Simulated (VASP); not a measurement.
A run of VASP 6.6.1 is set up as follows.

Contents of INCAR:

```
SYSTEM = WS2
PREC = Accurate
ENCUT = 520
EDIFF = 1E-8
ISMEAR = 0
SIGMA = 0.01
LREAL = .FALSE.
LASPH = .TRUE.
NELM = 100
ALGO = Normal
ISIF = 2
LWAVE = .FALSE.
LCHARG = .TRUE.
GGA = CA
NBANDS = 20
IBRION = 8
NSW = 1
```

The input KPOINTS:

```
Automatic mesh
0
G
  8 8 8
  0 0 0
```

Contents of POSCAR:

```
WS2
1.0
    1.5585237213      0.8998140900      5.8772063627
   -1.5585237213      0.8998140900      5.8772063627
    0.0000000000     -1.7996281800      5.8772063627
W S
1 2
Direct
   -0.0006418962     -0.0006418962     -0.0006418962
    0.7545103133      0.7545103133      0.7545103133
    0.5774315828      0.5774315828      0.5774315828
```

Potentials or basis: VASP PAW LDA potentials, release 64 (W_sv, S).

Command:

```console
$ cat potpaw_LDA.64/W_sv/POTCAR potpaw_LDA.64/S/POTCAR > POTCAR
$ mpirun -np 1 vasp_std > vasp.out
```

Task: Predict the highest phonon frequency at Γ, LO-TO splitting left out.

Result: 441 cm⁻¹.

Phonon frequencies in cm⁻¹ (negative: imaginary):
| q point | frequencies |
| --- | --- |
| (0.000, 0.000, 0.000) | 0 0 0 306 306 361 361 430 441 |

Caveat: the cell stands under pressure or tension, which shifts response properties.
